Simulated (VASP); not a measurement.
# Ag in VASP: a series of runs

Ag is run at these levels: PBE; tasks: single point.

Program: VASP 6.6.1. These are calculated values, not measurements. Logs are shortened: lines on timing, memory, paths and dates and some standing lists are left out, and cuts for length are marked.

## Step 1: The cell of the first run

The cell holds a slab with vacuum, 4 atoms: a = 2.933 Å, b = 4.148 Å, c = 20.400 Å, α = 90.00°, β = 90.00°, γ = 90.00°.

## Step 2: Single point, PBE

INCAR

```
PREC = Accurate ; ENCUT = 520
EDIFF = 1E-6 ; ISMEAR = -1
SIGMA = 0.08 ; LREAL = F
LASPH = T ; NELM = 100
ALGO = Normal ; ISIF = 2
LWAVE = F ; LCHARG = F
LDIPOL = T ; IDIPOL = 3
DIPOL = 0.5 0.5 0.500 ; GGA = PE
NBANDS = 30
```

KPOINTS

```
Automatic mesh
0
Gamma
  14 10 1
```

POSCAR

```
Ag
1.0
    2.9333909037      0.0000000000      0.0000000000
    0.0000000000      4.1484411997      0.0000000000
    0.0000000000      0.0000000000     20.4001000000
Ag
4
Direct
    0.2500000000      0.2500000000      0.3975521128
    0.7500000000      0.7500000000      0.4607409066
    0.2500000000      0.2500000000      0.5392590914
    0.7500000000      0.7500000000      0.6024478888
```

Potentials or basis: VASP PAW PBE potentials, release 64 (Ag).

Started as:

```console
$ cat potpaw_PBE.64/Ag/POTCAR > POTCAR
$ mpirun -np 1 vasp_std > vasp.out
```

OUTCAR:

```text
PREC = Accurate
   ENCUT = 520
   EDIFF = 1E-6
   ISMEAR = -1
   LREAL = F
   LASPH = T
   NELM = 100
   ISIF = 2
   GGA = PE

 ion  position               nearest neighbor table
   1  0.250  0.250  0.398-   2 2.85   2 2.85   2 2.85   2 2.85   3 2.89
   2  0.750  0.750  0.461-   1 2.85   1 2.85   1 2.85   1 2.85   4 2.89   3 3.00   3 3.00   3 3.00
                             3 3.00
   3  0.250  0.250  0.539-   4 2.85   4 2.85   4 2.85   4 2.85   1 2.89   2 3.00   2 3.00   2 3.00
                             2 3.00
   4  0.750  0.750  0.602-   3 2.85   3 2.85   3 2.85   3 2.85   2 2.89

  LATTYP: Found a simple orthorhombic cell.
 ALAT       =     2.9333909037
 B/A-ratio  =     1.4142135624
 C/A-ratio  =     6.9544430557

  Lattice vectors:

 A1 = (   2.9333909037,   0.0000000000,   0.0000000000)
 A2 = (   0.0000000000,   4.1484411997,   0.0000000000)
 A3 = (   0.0000000000,   0.0000000000,  20.4001000000)

Analysis of symmetry for initial positions (statically):
=====================================================================
 Subroutine PRICEL returns:
 Original cell was already a primitive cell.

 Routine SETGRP: Setting up the symmetry group for a
 simple orthorhombic supercell.

 Subroutine GETGRP returns: Found  8 space group operations
 (whereof  2 operations were pure point group operations)
 out of a pool of  8 trial point group operations.

The static configuration has the point symmetry S_2 .
 The point group associated with its full space group is D_2h.

Analysis of symmetry for dynamics (positions and initial velocities):
=====================================================================
 Subroutine PRICEL returns:
 Original cell was already a primitive cell.

 Routine SETGRP: Setting up the symmetry group for a
 simple orthorhombic supercell.

 Subroutine GETGRP returns: Found  8 space group operations
 (whereof  2 operations were pure point group operations)
 out of a pool of  8 trial point group operations.

The dynamic configuration has the point symmetry S_2 .
 The point group associated with its full space group is D_2h.

 Subroutine INISYM returns: Found  8 space group operations
 (whereof  2 operations are pure point group operations),
 and found     1 'primitive' translations

----------------------------------------------------------------------------------------

                                     Primitive cell

  volume of cell :     248.2488

  direct lattice vectors                    reciprocal lattice vectors
     2.933390904  0.000000000  0.000000000     0.340902400  0.000000000  0.000000000
     0.000000000  4.148441200  0.000000000     0.000000000  0.241054399  0.000000000
     0.000000000  0.000000000 20.400100000     0.000000000  0.000000000  0.049019368

  length of vectors
     2.933390904  4.148441200 20.400100000     0.340902400  0.241054399  0.049019368

  position of ions in fractional coordinates (direct lattice)
     0.250000000  0.250000000  0.397552113
     0.750000000  0.750000000  0.460740907
     0.250000000  0.250000000  0.539259091
     0.750000000  0.750000000  0.602447889

  ion indices of the primitive-cell ions
   primitive index   ion index
                 1           1
                 2           2
                 3           3
                 4           4

----------------------------------------------------------------------------------------

 KPOINTS: Automatic mesh

Automatic generation of k-mesh.
 Grid dimensions read from file:
 generate k-points for:   14   10    1

 Generating k-lattice:

  Cartesian coordinates                     Fractional coordinates (reciprocal lattice)
     0.024350171  0.000000000  0.000000000     0.071428571  0.000000000  0.000000000
     0.000000000  0.024105440  0.000000000     0.000000000  0.100000000  0.000000000
     0.000000000  0.000000000  0.049019368     0.000000000  0.000000000  1.000000000

  Length of vectors
     0.024350171  0.024105440  0.049019368

  Shift w.r.t. Gamma in fractional coordinates (k-lattice)
     0.000000000  0.000000000  0.000000000

 Subroutine IBZKPT returns following result:
 ===========================================

 Found     48 irreducible k-points:

 Following reciprocal coordinates:
            Coordinates               Weight
  0.000000  0.000000  0.000000      1.000000
  0.071429  0.000000  0.000000      2.000000
  0.142857  0.000000  0.000000      2.000000
  0.214286  0.000000  0.000000      2.000000
  0.285714  0.000000  0.000000      2.000000
  0.357143  0.000000  0.000000      2.000000
[... 16 lines left out ...]
  0.428571  0.200000  0.000000      4.000000
  0.500000  0.200000  0.000000      2.000000
 [... further k-points ...]
   k-points           NKPTS =     48   k-points in BZ     NKDIM =     48   number of bands    NBANDS=     30
   number of dos      NEDOS =    301   number of ions     NIONS =      4
   total plane-waves  NPLWV = 122880
   dimension x,y,z NGX =    24 NGY =   32 NGZ =  160
   dimension x,y,z NGXF=    48 NGYF=   64 NGZF=  320
   ions per type =               4
   NGX,Y,Z   is equivalent  to a cutoff of  13.60, 12.82, 13.04 a.u.
   NGXF,Y,Z  is equivalent  to a cutoff of  27.20, 25.65, 26.08 a.u.
 SYSTEM =  unknown system
   PREC   = accura    normal or accurate (medium, high low for compatibility)
   ISTART =      0    job   : 0-new  1-cont  2-samecut
   ICHARG =      2    charge: 1-file 2-atom 10-const
   ISPIN  =      1    spin polarized calculation?
   LNONCOLLINEAR =      F non collinear calculations
   LSORBIT =      F    spin-orbit coupling
   LASPH  =      T    aspherical Exc in radial PAW
   ENCUT  =  520.0 eV  38.22 Ry    6.18 a.u.   5.45  7.71 37.93*2*pi/ulx,y,z
   NELM   =    100;   NELMIN=  2; NELMDL= -5     # of ELM steps
   EDIFF  = 0.1E-05   stopping-criterion for ELM
   LREAL  =      F    real-space projection
   EDIFFG = 0.1E-04   stopping-criterion for IOM
   NSW    =      0    number of steps for IOM
   IBRION =     -1    ionic relax: 0-MD 1-quasi-New 2-CG
   NFREE  =      0    steps in history (QN), initial steepest desc. (CG)
   ISIF   =      2    stress and relaxation
   ISYM   =      2    0-nonsym 1-usesym 2-fastsym
   POTIM  = 0.5000    time-step for ionic-motion
   TEBEG  =    0.0;   TEEND  =   0.0 temperature during run
   PSTRESS=    0.0 pullay stress
   NELECT =      44.0000    total number of electrons
   NUPDOWN=      -1.0000    fix difference up-down
   EMIN   =  10.00;   EMAX   =-10.00  energy-range for DOS
   EFERMI =   0.00;   METHOD = LEGACY
   ISMEAR =    -1;   SIGMA  =   0.08  broadening in eV -4-tet -1-fermi 0-gaus
   EFERMI_NEDOS =   21; number of points for ismear=-14 and -15
   IALGO  =     38    algorithm
   IMIX   =      4    mixing-type and parameters
     AMIX     =   0.40;   BMIX     =  1.00
     AMIX_MAG =   1.60;   BMIX_MAG =  1.00
  volume/ion in A,a.u.               =      62.06       418.82
  Fermi-wavevector in a.u.,A,eV,Ry     =   0.919595  1.737783 11.505838  0.845655
  Thomas-Fermi vector in A             =   2.044807
   LORBIT       =      0    0 simple, 1 ext, 2 COOP (PROOUT), +10 PAW based schemes
   GGA     = PE    functional components
   LHFCALC =     F    Hartree Fock is set to
   AEXX    =    0.0000 exact exchange contribution
   IVDW    =     0    specifies the selected vdW correction
   LEPSILON=     F    determine dielectric tensor
   LRPA    =     F    only Hartree local field effects (RPA)
 non-spin polarized calculation
  energy-cutoff  :      520.00
  volume of cell :      248.25
 maximum number of plane-waves:      6747
 NGX is ok and might be reduce to    24
   NGX = 11   NGY = 15   NGZ = 75

 number of electron      44.0000021 magnetization

 dipolmoment           0.000000      0.000000      0.000000 electrons x Angstroem

 Free energy of the ion-electron system (eV)
  ---------------------------------------------------
  ext. energy  EPLUGINS =         0.00000000
  ---------------------------------------------------
  free energy    TOTEN  =        -9.54195009 eV

  energy without entropy =       -9.51404034  energy(sigma->0) =       -9.52799522

 E-fermi :  -0.6585     XC(G=0):  -4.2942

 val. band max:       -0.6999230213   @ k =   0.0000   0.2000   0.0000
 cond. band min:      -0.6240150569   @ k =   0.1429   0.0000   0.0000
 fundamental gap:      0.0759079644
 Fermi energy:        -0.6585000684

 k-point     1 :       0.0000    0.0000    0.0000
  band No.  band energies     occupation
      1      -7.3306      2.00000
      2      -6.5804      2.00000
      3      -6.2752      2.00000
      4      -6.0610      2.00000
      5      -5.7606      2.00000
      6      -5.4707      2.00000
[... 22 lines left out ...]
     29       5.1138      0.00000
     30       5.9863      0.00000

 k-point     2 :       0.0714    0.0000    0.0000
  band No.  band energies     occupation
      1      -7.2326      2.00000
      2      -6.5148      2.00000
      3      -6.2404      2.00000
      4      -5.9902      2.00000
      5      -5.6860      2.00000
      6      -5.5358      2.00000
[... 22 lines left out ...]
     29       5.2424      0.00000
     30       6.0297      0.00000

 k-point     3 :       0.1429    0.0000    0.0000
  band No.  band energies     occupation
      1      -6.9617      2.00000
      2      -6.3515      2.00000
      3      -6.1370      2.00000
      4      -5.8214      2.00000
      5      -5.7062      2.00000
      6      -5.6432      2.00000
[... 22 lines left out ...]
     29       5.6170      0.00000
     30       6.1375      0.00000

 k-point     4 :       0.2143    0.0000    0.0000
  band No.  band energies     occupation
      1      -6.6154      2.00000
      2      -6.2260      2.00000
      3      -5.9190      2.00000
      4      -5.9139      2.00000
      5      -5.8623      2.00000
      6      -5.6969      2.00000
[... 22 lines left out ...]
     29       5.9908      0.00000
     30       6.2080      0.00000

 k-point     5 :       0.2857    0.0000    0.0000
  band No.  band energies     occupation
      1      -6.4120      2.00000
      2      -6.2282      2.00000
      3      -6.1213      2.00000
      4      -6.0700      2.00000
      5      -5.6871      2.00000
      6      -5.6018      2.00000
[... 22 lines left out ...]
     29       5.4799      0.00000
     30       6.3713      0.00000
[... 526 lines left out ...]
     29       5.7156      0.00000
     30       5.8743      0.00000

 k-point    22 :       0.3571    0.2000    0.0000
  band No.  band energies     occupation
      1      -6.2911      2.00000
      2      -6.2218      2.00000
      3      -6.2149      2.00000
      4      -6.1101      2.00000
      5      -5.6569      2.00000
      6      -5.6555      2.00000
[... 22 lines left out ...]
     29       5.7951      0.00000
     30       6.3916      0.00000

 k-point    23 :       0.4286    0.2000    0.0000
  band No.  band energies     occupation
      1      -6.3281      2.00000
      2      -6.3099      2.00000
      3      -6.3019      2.00000
      4      -6.2347      2.00000
      5      -5.7509      2.00000
      6      -5.7358      2.00000
[... 22 lines left out ...]
     29       6.5620      0.00000
     30       6.7254      0.00000

 k-point    24 :       0.5000    0.2000    0.0000
  band No.  band energies     occupation
      1      -6.3460      2.00000
      2      -6.3460      2.00000
      3      -6.3039      2.00000
      4      -6.3039      2.00000
      5      -5.7791      2.00000
      6      -5.7791      2.00000
[... 22 lines left out ...]
     29       7.1151      0.00000
     30       7.1151      0.00000

 [... further k-points ...]

------------------------ aborting loop because EDIFF is reached ----------------------------------------

 vacuum level on the upper side and lower side of the slab       (xc-potential included)        -0.120        -0.120

  FORCE on cell =-STRESS in cart. coord.  units (eV):
  Direction    XX          YY          ZZ          XY          YZ          ZX
  --------------------------------------------------------------------------------------
  -------------------------------------------------------------------------------------
  Total       -1.1434258     -0.5740384     -0.0588302      0.0000000      0.0000000      0.0000000
  in kB       -7.3795760     -3.7047962     -0.3796855      0.0000000      0.0000000      0.0000000
  external PRESSURE =      -3.8213526 kB  Pullay stress =       0.0000000 kB

 VOLUME and BASIS-vectors are now :
 -----------------------------------------------------------------------------
  energy-cutoff  :      520.00
  volume of cell :      248.25
      direct lattice vectors                 reciprocal lattice vectors
     2.933390904  0.000000000  0.000000000     0.340902400  0.000000000  0.000000000
     0.000000000  4.148441200  0.000000000     0.000000000  0.241054399  0.000000000
     0.000000000  0.000000000 20.400100000     0.000000000  0.000000000  0.049019368

 POSITION                                       TOTAL-FORCE (eV/Angst)
 -----------------------------------------------------------------------------------
      0.73335      1.03711      8.11010        -0.000000      0.000000      0.005904
      2.20004      3.11133      9.39916        -0.000000     -0.000000      0.001118
      0.73335      1.03711     11.00094         0.000000     -0.000000     -0.001118
      2.20004      3.11133     12.29000        -0.000000     -0.000000     -0.005904
 -----------------------------------------------------------------------------------
    total drift:                                0.000000     -0.000000      0.000055

  FREE ENERGIE OF THE ION-ELECTRON SYSTEM (eV)
  ---------------------------------------------------
  free  energy   TOTEN  =        -9.5419500920 eV

  energy  without entropy=       -9.5140403381  energy(sigma->0) =       -9.52799522

 vacuum level on the upper side and lower side of the slab         3.385         3.385
```

It took 4 min on 1 thread of Intel Xeon 6975P-C (Granite Rapids), shared host; peak memory 0.49 GiB.

What came out:

```
Free energy            : -9.5420 eV
Largest force          : 0.006 eV/Å
Band gap on the k mesh : zero (band 22 reaches 0.56 eV, above the bottom of band 23 at -2.16 eV)
```

Forces in eV/Å, atoms in the order of the input:
```
Ag   0.000  0.000  0.006
Ag   0.000  0.000  0.001
Ag   0.000  0.000 -0.001
Ag   0.000  0.000 -0.006
```

Levels at points of the mesh, in eV from the Fermi level:
```csv
k point,band 18,band 19,band 20,band 21,band 22,band 23,band 24,band 25,band 26,band 27
"(0.00, 0.00, 0.00)",-3.30,-3.17,-3.07,-2.79,-2.65,-0.39,2.37,2.85,3.79,4.63
"(0.50, 0.00, 0.00)",-3.03,-2.92,-2.92,-0.13,-0.13,1.36,1.36,4.31,4.31,7.42
"(0.00, 0.50, 0.00)",-3.14,-2.98,-2.98,-2.77,-2.77,-0.82,-0.82,1.70,1.70,5.28
"(0.50, 0.50, 0.00)",-2.95,-2.94,-2.94,0.87,0.87,3.58,3.58,3.64,3.64,4.79
```

[end of part 1 of 2]
